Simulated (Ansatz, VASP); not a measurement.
## Two plane-wave programs on Ba

Contents of INCAR:

```
PREC = Accurate
ENCUT = 520
EDIFF = 1E-6
ISMEAR = 0
SIGMA = 0.15
LREAL = F
LASPH = T
NELM = 60
ALGO = Fast
ISIF = 2
LWAVE = F
LCHARG = F
GGA = PE
NBANDS = 11
```

The input KPOINTS:

```
Automatic mesh
0
Gamma
  14 14 14
```

POSCAR

```
Ba
1.0
    0.0000000000      3.2326650028      3.2326650028
    3.2326650028      0.0000000000      3.2326650028
    3.2326650028      3.2326650028      0.0000000000
Ba
1
Direct
    0.0000000000      0.0000000000      0.0000000000
```

Input for Ansatz:

```yaml
crystal:
  lattice:
    - [0.0, 3.2326650028, 3.2326650028]
    - [3.2326650028, 0.0, 3.2326650028]
    - [3.2326650028, 3.2326650028, 0.0]
  atoms:
    - { symbol: Ba, position: [0.0, 0.0, 0.0] }
basis:
  ecutwfc: 420
kpoints:
  mp_grid: { grid: [14, 14, 14] }
hamiltonian:
  xc: pbe
scf:
  occupations: { method: gaussian, width: 0.15 }
output:
  forces: true
  stress: true
  eigenvalues: true
```

Alike in both runs: task single point; functional PBE; k mesh 14 × 14 × 14; occupations gaussian, width 0.15 eV; no spin polarisation.

|  | VASP | Ansatz |
| --- | --- | --- |
| version | VASP 6.6.1 | Ansatz 0.2.0 |
| potentials or method | VASP PAW PBE potentials, release 64 (Ba_sv), cutoff 520 eV | scalar-relativistic, plane waves, PAW |
| valence electrons in the cell | 10 | 10 |

```tsv
	VASP	Ansatz	Ansatz less VASP
gap on the k mesh at the Fermi level (eV)	none	none	-
pressure (GPa)	-0.4	-0.4	-0.04
```

A gap of «none» marks a metal or a gap that the smearing closes.

Spin-orbit coupling is off throughout.
